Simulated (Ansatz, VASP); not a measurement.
# LaTe in VASP and in Ansatz

The input INCAR:

```
SYSTEM = LaTe
PREC     = Accurate       ! precision mode
ENCUT    = 520            ! plane-wave cutoff, eV
EDIFF    = 1E-7           ! SCF threshold, eV
ISMEAR   = -1             ! smearing method
SIGMA    = 0.08           ! smearing width, eV
LREAL    = .FALSE.        ! projectors in reciprocal space
LASPH    = .TRUE.         ! aspherical terms in the spheres
NELM     = 60             ! most SCF steps
ALGO     = Normal         ! electronic algorithm
ISIF     = 2              ! what is computed and relaxed
LWAVE    = .FALSE.        ! write WAVECAR
LCHARG   = .FALSE.        ! write CHGCAR
NBANDS   = 16             ! bands
```

The input KPOINTS:

```
Automatic mesh
0
G
  10 10 10
  0 0 0
```

POSCAR

```
LaTe
1.0
    0.0000000000      3.1788900000      3.2110000000
    3.1788900000      0.0000000000      3.2110000000
    3.1788900000      3.1788900000      0.0000000000
La Te
1 1
Direct
    0.0000000000      0.0000000000      0.0000000000
    0.5000000000      0.5000000000      0.5000000000
```

Input for Ansatz:

```yaml
crystal:
  lattice:
    - [0.0, 3.17889, 3.211]
    - [3.17889, 0.0, 3.211]
    - [3.17889, 3.17889, 0.0]
  atoms:
    - { symbol: La, position: [0.0, 0.0, 0.0] }
    - { symbol: Te, position: [0.5, 0.5, 0.5] }
kpoints:
  mp_grid: { grid: [10, 10, 10] }
  band_path:
    path:
      - [0.0, 0.0, 0.0]
      - [0.0, 0.5, 0.5]
      - [0.25, 0.75, 0.5]
      - [0.0, 0.5, 0.0]
      - [0.0, 0.0, 0.0]
      - [0.5, 0.5, 0.0]
      - [0.3725125, 0.6274875, 0.0]
      - [-0.3725125, 0.3725125, 0.0]
      - [0.0, 0.0, 0.0]
    npoints: 5
scf:
  occupations: { method: fermi_dirac, width: 0.08 }
hamiltonian:
  xc: lda
  pseudopotentials: { kind: all_electron, lapw: { basis_error: 0.001 } }
output:
  forces: true
  stress: true
  eigenvalues: true
```

Change from the starting cell: equal xx and yy strain of -1 %.

Alike in both runs: task single point; functional LDA; k mesh 10 × 10 × 10; occupations fermi-dirac, width 0.08 eV; no spin polarisation.

```csv
,VASP,Ansatz
version,VASP 6.6.1,Ansatz 0.2.0
potentials or method,"VASP PAW LDA potentials, release 64 (La, Te), cutoff 520 eV","all-electron LAPW, scalar-relativistic"
```

```csv
,VASP,Ansatz,Ansatz less VASP
pressure (GPa),-0.9,-1.0,-0.01
"traceless stress, the component that is largest in VASP (GPa)",-0.96,-0.96,+0.003
```

LDA's correlation is that of Perdew and Zunger in VASP and of Perdew and Wang (1992) in Ansatz. Ansatz ran all-electron here, and VASP with PAW potentials.

Neither program's run includes spin-orbit coupling.
